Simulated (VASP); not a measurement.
# LaMgO3 (Pm-3m) in VASP: a series of runs, part 2 of 2

VASP 6.6.1. Earlier steps stand in the parts before.

**3. Relaxation of cell and atoms, LDA, target pressure 8 GPa, at which the enthalpy is minimised**

INCAR reads:

```
SYSTEM = LaMgO3
PREC = Accurate ; ENCUT = 600
EDIFF = 1E-7 ; ISMEAR = -1
SIGMA = 0.1 ; LREAL = .FALSE.
LASPH = .TRUE. ; NELM = 80
ALGO = Normal ; ISIF = 3
LWAVE = .FALSE. ; LCHARG = .FALSE.
GGA = CA ; IBRION = 2
NSW = 100 ; EDIFFG = -0.01
PSTRESS = 80.0
```

KPOINTS reads:

```
Automatic mesh
0
G
  7 7 7
  0 0 0
```

POSCAR reads:

```
LaMgO3
1.0
    3.9457890000      0.0000000000      0.0000000000
    0.0000000000      3.9457890000      0.0000000000
    0.0000000000      0.0000000000      3.9457890000
La Mg O
1 1 3
Direct
    0.0000000000      0.0000000000      0.0000000000
    0.5000000000      0.5000000000      0.5000000000
    0.5000000000      0.5000000000      0.0000000000
    0.5000000000      0.0000000000      0.5000000000
    0.0000000000      0.5000000000      0.5000000000
```

Potentials or basis: VASP PAW LDA potentials, release 64 (La, Mg, O).

Command:

```
$ cat potpaw_LDA.64/La/POTCAR potpaw_LDA.64/Mg/POTCAR potpaw_LDA.64/O/POTCAR > POTCAR
$ mpirun -np 1 vasp_std > vasp.out
```

OUTCAR:

```text
SYSTEM = LaMgO3
   PREC = Accurate
   ENCUT = 600
   EDIFF = 1E-7
   ISMEAR = -1
   LREAL = .FALSE.
   LASPH = .TRUE.
   NELM = 80
   ISIF = 3
   GGA = CA
   IBRION = 2
   NSW = 100
   EDIFFG = -0.01
   PSTRESS = 80.0

 ion  position               nearest neighbor table
   1  0.000  0.000  0.000-   3 2.79   4 2.79   5 2.79   4 2.79   5 2.79   3 2.79   5 2.79   5 2.79
                             3 2.79   4 2.79   4 2.79   3 2.79   2 3.42   2 3.42   2 3.42   2 3.42
   2  0.500  0.500  0.500-   3 1.97   4 1.97   5 1.97   3 1.97   4 1.97   5 1.97   1 3.42   1 3.42
                             1 3.42   1 3.42   1 3.42   1 3.42   1 3.42   1 3.42
   3  0.500  0.500  0.000-   2 1.97   2 1.97   1 2.79   1 2.79   1 2.79   1 2.79
   4  0.500  0.000  0.500-   2 1.97   2 1.97   1 2.79   1 2.79   1 2.79   1 2.79
   5  0.000  0.500  0.500-   2 1.97   2 1.97   1 2.79   1 2.79   1 2.79   1 2.79

  LATTYP: Found a simple cubic cell.
 ALAT       =     3.9457890000

  Lattice vectors:

 A1 = (   3.9457890000,   0.0000000000,   0.0000000000)
 A2 = (   0.0000000000,   3.9457890000,   0.0000000000)
 A3 = (   0.0000000000,   0.0000000000,   3.9457890000)

Analysis of symmetry for initial positions (statically):
=====================================================================
 Subroutine PRICEL returns:
 Original cell was already a primitive cell.

 Routine SETGRP: Setting up the symmetry group for a
 simple cubic supercell.

 Subroutine GETGRP returns: Found 48 space group operations
 (whereof 48 operations were pure point group operations)
 out of a pool of 48 trial point group operations.

The static configuration has the point symmetry O_h .

Analysis of symmetry for dynamics (positions and initial velocities):
=====================================================================
 Subroutine PRICEL returns:
 Original cell was already a primitive cell.

 Routine SETGRP: Setting up the symmetry group for a
 simple cubic supercell.

 Subroutine GETGRP returns: Found 48 space group operations
 (whereof 48 operations were pure point group operations)
 out of a pool of 48 trial point group operations.

The dynamic configuration has the point symmetry O_h .

 Subroutine INISYM returns: Found 48 space group operations
 (whereof 48 operations are pure point group operations),
 and found     1 'primitive' translations

----------------------------------------------------------------------------------------

                                     Primitive cell

  volume of cell :      61.4330

  direct lattice vectors                    reciprocal lattice vectors
     3.945789000  0.000000000  0.000000000     0.253434738  0.000000000  0.000000000
     0.000000000  3.945789000  0.000000000     0.000000000  0.253434738  0.000000000
     0.000000000  0.000000000  3.945789000     0.000000000  0.000000000  0.253434738

  length of vectors
     3.945789000  3.945789000  3.945789000     0.253434738  0.253434738  0.253434738

  position of ions in fractional coordinates (direct lattice)
     0.000000000  0.000000000  0.000000000
     0.500000000  0.500000000  0.500000000
     0.500000000  0.500000000  0.000000000
     0.500000000  0.000000000  0.500000000
     0.000000000  0.500000000  0.500000000

  ion indices of the primitive-cell ions
   primitive index   ion index
                 1           1
                 2           2
                 3           3
                 4           4
                 5           5

----------------------------------------------------------------------------------------

 KPOINTS: Automatic mesh

Automatic generation of k-mesh.
 Grid dimensions read from file:
 generate k-points for:    7    7    7

 Generating k-lattice:

  Cartesian coordinates                     Fractional coordinates (reciprocal lattice)
     0.036204963  0.000000000  0.000000000     0.142857143  0.000000000  0.000000000
     0.000000000  0.036204963  0.000000000     0.000000000  0.142857143  0.000000000
     0.000000000  0.000000000  0.036204963     0.000000000  0.000000000  0.142857143

  Length of vectors
     0.036204963  0.036204963  0.036204963

  Shift w.r.t. Gamma in fractional coordinates (k-lattice)
     0.000000000  0.000000000  0.000000000

 Subroutine IBZKPT returns following result:
 ===========================================

 Found     20 irreducible k-points:

 Following reciprocal coordinates:
            Coordinates               Weight
  0.000000  0.000000  0.000000      1.000000
  0.142857  0.000000  0.000000      6.000000
  0.285714  0.000000  0.000000      6.000000
  0.428571  0.000000  0.000000      6.000000
  0.142857  0.142857  0.000000     12.000000
  0.285714  0.142857  0.000000     24.000000
[... 12 lines left out ...]
  0.428571  0.428571  0.285714     24.000000
  0.428571  0.428571  0.428571      8.000000
   k-points           NKPTS =     20   k-points in BZ     NKDIM =     20   number of bands    NBANDS=     19
   number of dos      NEDOS =    301   number of ions     NIONS =      5
   total plane-waves  NPLWV =  32768
   dimension x,y,z NGX =    32 NGY =   32 NGZ =   32
   dimension x,y,z NGXF=    64 NGYF=   64 NGZF=   64
   ions per type =               1   1   3
   NGX,Y,Z   is equivalent  to a cutoff of  13.48, 13.48, 13.48 a.u.
   NGXF,Y,Z  is equivalent  to a cutoff of  26.96, 26.96, 26.96 a.u.
 SYSTEM =  LaMgO3
   PREC   = accura    normal or accurate (medium, high low for compatibility)
   ISTART =      0    job   : 0-new  1-cont  2-samecut
   ICHARG =      2    charge: 1-file 2-atom 10-const
   ISPIN  =      1    spin polarized calculation?
   LNONCOLLINEAR =      F non collinear calculations
   LSORBIT =      F    spin-orbit coupling
   LASPH  =      T    aspherical Exc in radial PAW
   ENCUT  =  600.0 eV  44.10 Ry    6.64 a.u.   7.88  7.88  7.88*2*pi/ulx,y,z
   NELM   =     80;   NELMIN=  2; NELMDL= -5     # of ELM steps
   EDIFF  = 0.1E-06   stopping-criterion for ELM
   LREAL  =      F    real-space projection
   EDIFFG = -.1E-01   stopping-criterion for IOM
   NSW    =    100    number of steps for IOM
   IBRION =      2    ionic relax: 0-MD 1-quasi-New 2-CG
   NFREE  =      1    steps in history (QN), initial steepest desc. (CG)
   ISIF   =      3    stress and relaxation
   ISYM   =      2    0-nonsym 1-usesym 2-fastsym
   POTIM  = 0.5000    time-step for ionic-motion
   TEBEG  =    0.0;   TEEND  =   0.0 temperature during run
   PSTRESS=   80.0 pullay stress
   NELECT =      31.0000    total number of electrons
   NUPDOWN=      -1.0000    fix difference up-down
   EMIN   =  10.00;   EMAX   =-10.00  energy-range for DOS
   EFERMI =   0.00;   METHOD = LEGACY
   ISMEAR =    -1;   SIGMA  =   0.10  broadening in eV -4-tet -1-fermi 0-gaus
   EFERMI_NEDOS =   21; number of points for ismear=-14 and -15
   IALGO  =     38    algorithm
   IMIX   =      4    mixing-type and parameters
     AMIX     =   0.40;   BMIX     =  1.00
     AMIX_MAG =   1.60;   BMIX_MAG =  1.00
  volume/ion in A,a.u.               =      12.29        82.91
  Fermi-wavevector in a.u.,A,eV,Ry     =   1.303351  2.462977 23.112557  1.698725
  Thomas-Fermi vector in A             =   2.434359
   LORBIT       =      0    0 simple, 1 ext, 2 COOP (PROOUT), +10 PAW based schemes
   GGA     = CA    functional components
   LHFCALC =     F    Hartree Fock is set to
   AEXX    =    0.0000 exact exchange contribution
   IVDW    =     0    specifies the selected vdW correction
   LEPSILON=     F    determine dielectric tensor
   LRPA    =     F    only Hartree local field effects (RPA)
 conjugate gradient relaxation of ions
 non-spin polarized calculation
  energy-cutoff  :      600.00
  volume of cell :       61.43
 maximum number of plane-waves:      2103
 NGX is ok and might be reduce to    32
   NGX = 15   NGY = 15   NGZ = 15

--------------------------------------- Ionic step        1  -------------------------------------------

 number of electron      30.9999981 magnetization

 Free energy of the ion-electron system (eV)
  ---------------------------------------------------
  ext. energy  EPLUGINS =         0.00000000
  ---------------------------------------------------
  free energy    TOTEN  =       -37.94129321 eV

  energy without entropy =      -37.78521275  energy(sigma->0) =      -37.86325298

------------------------ aborting loop because EDIFF is reached ----------------------------------------

  FORCE on cell =-STRESS in cart. coord.  units (eV):
  Direction    XX          YY          ZZ          XY          YZ          ZX
  --------------------------------------------------------------------------------------
  -------------------------------------------------------------------------------------
  Total       -4.3104684     -4.3104684     -4.3104684      0.0000000      0.0000000     -0.0000000
  in kB     -112.4173840   -112.4173840   -112.4173840      0.0000000      0.0000000     -0.0000000
  external PRESSURE =    -192.4173840 kB  Pullay stress =      80.0000000 kB
[... 149 lines left out ...]
  enthalpy is  TOTEN    =       -35.3546566885 eV   P V=        2.7060904326

--------------------------------------- Ionic step        5  -------------------------------------------

 number of electron      31.0000024 magnetization

 Free energy of the ion-electron system (eV)
  ---------------------------------------------------
  ext. energy  EPLUGINS =         0.00000000
  ---------------------------------------------------
  free energy    TOTEN  =       -38.06500320 eV

  energy without entropy =      -37.92607150  energy(sigma->0) =      -37.99553735

 E-fermi :   6.2883     XC(G=0): -12.1521

 val. band max:        6.2550879122   @ k =   0.2857   0.1429   0.1429
 cond. band min:       6.2976836343   @ k =   0.4286   0.4286   0.2857
 fundamental gap:      0.0425957221
 Fermi energy:         6.2882816306

 k-point     1 :       0.0000    0.0000    0.0000
  band No.  band energies     occupation
      1     -23.8115      2.00000
      2     -10.8237      2.00000
      3      -9.0791      2.00000
      4      -9.0791      2.00000
      5      -7.3973      2.00000
      6      -7.3973      2.00000
[... 11 lines left out ...]
     18       9.8808      0.00000
     19      10.9250      0.00000
[... 448 lines left out ...]
  FREE ENERGIE OF THE ION-ELECTRON SYSTEM (eV)
  ---------------------------------------------------
  free  energy   TOTEN  =       -38.0650032008 eV

  energy  without entropy=      -37.9260714963  energy(sigma->0) =      -37.99553735

  enthalpy is  TOTEN    =       -35.3546648296 eV   P V=        2.7103383712

 reached required accuracy - stopping structural energy minimisation
```

OSZICAR:

```text
N       E                     dE             d eps       ncg     rms          rms(c)
DAV:   1     0.331329200562E+03    0.33133E+03   -0.14407E+04   800   0.264E+03
[... 52 lines left out ...]
DAV:   1    -0.380654432725E+02   -0.46962E-02   -0.12479E-02  1000   0.107E+00    0.146E-01
DAV:   2    -0.380650440512E+02    0.39922E-03   -0.18362E-03   951   0.369E-01    0.375E-02
DAV:   3    -0.380650092726E+02    0.34779E-04   -0.18140E-04  1139   0.187E-01    0.124E-02
DAV:   4    -0.380650041860E+02    0.50866E-05   -0.70163E-05  1212   0.954E-02    0.862E-03
DAV:   5    -0.380650030174E+02    0.11686E-05   -0.12739E-05  1214   0.340E-02    0.286E-03
DAV:   6    -0.380650031862E+02   -0.16878E-06   -0.12947E-06  1219   0.120E-02    0.161E-03
DAV:   7    -0.380650032008E+02   -0.14572E-07   -0.49016E-07   939   0.659E-03
   5 F= -.35354665E+02 E0= -.35285199E+02  d E =-.814111E-05
```

CONTCAR:

```text
LaMgO3
   1.00000000000000
     3.7862972235929471    0.0000000000000000   -0.0000000000000000
     0.0000000000000000    3.7862972235929471    0.0000000000000000
     0.0000000000000000    0.0000000000000000    3.7862972235929480
  La              Mg              O
     1     1     3
Direct
     0.0000000000000000    1.0000000000000000    1.0000000000000000
     0.5000000000000000    0.5000000000000000    0.5000000000000000
     0.5000000000000000    0.5000000000000000    1.0000000000000000
     0.5000000000000000    0.0000000000000000    0.5000000000000000
     1.0000000000000000    0.5000000000000000    0.5000000000000000

  0.00000000E+00  0.00000000E+00  0.00000000E+00
  0.00000000E+00  0.00000000E+00  0.00000000E+00
  0.00000000E+00  0.00000000E+00  0.00000000E+00
  0.00000000E+00  0.00000000E+00  0.00000000E+00
  0.00000000E+00  0.00000000E+00  0.00000000E+00
```

Wall time 1.9 min (1 thread of AMD EPYC 9R45 (Zen 5), shared host); peak memory 0.16 GiB.

What came out:

| Property | Result |
| --- | --- |
| Free energy | -38.0650 eV |
| Relaxed volume | 10.86 Å³/atom |
| Relaxed cell | a = 3.786 Å, b = 3.786 Å, c = 3.786 Å, α = 90.00°, β = 90.00°, γ = 90.00° |
| Space group after relaxing (to 0.05 Å) | Pm-3m (No. 221) |
| Energy change on relaxing (the enthalpy is what falls) | -24.7 meV/atom |
| Ionic steps | 5 |
| Pressure after relaxing | 7.9 GPa |

The path:
| step | energy change (eV) | largest force (eV/Å) | pressure (GPa) | volume (Å³) |
| --- | --- | --- | --- | --- |
| 1 | 0.0000 | 0.0000 | -11.24 | 61.43 |
| 2 | 0.4735 | 0.0000 | 31.97 | 49.23 |
| 3 | -0.1262 | 0.0000 | 7.67 | 54.33 |
| 4 | -0.1195 | 0.0000 | 8.18 | 54.20 |
| 5 | -0.1237 | 0.0000 | 7.86 | 54.28 |

Final structure:
```
La Mg O
1.0
     3.78630    0.00000    0.00000
     0.00000    3.78630    0.00000
     0.00000    0.00000    3.78630
La Mg O
1 1 3
Direct
  0.00000 0.00000 0.00000
  0.50000 0.50000 0.50000
  0.50000 0.50000 0.00000
  0.50000 0.00000 0.50000
  0.00000 0.50000 0.50000
```

Caveat: the cell is relaxed towards a set pressure, so the enthalpy falls and the energy may rise; spin-orbit coupling is left out, which moves the levels of the heavy elements; an odd number of electrons without spin polarisation forces a metal; a magnetic or distorted state may lie lower.
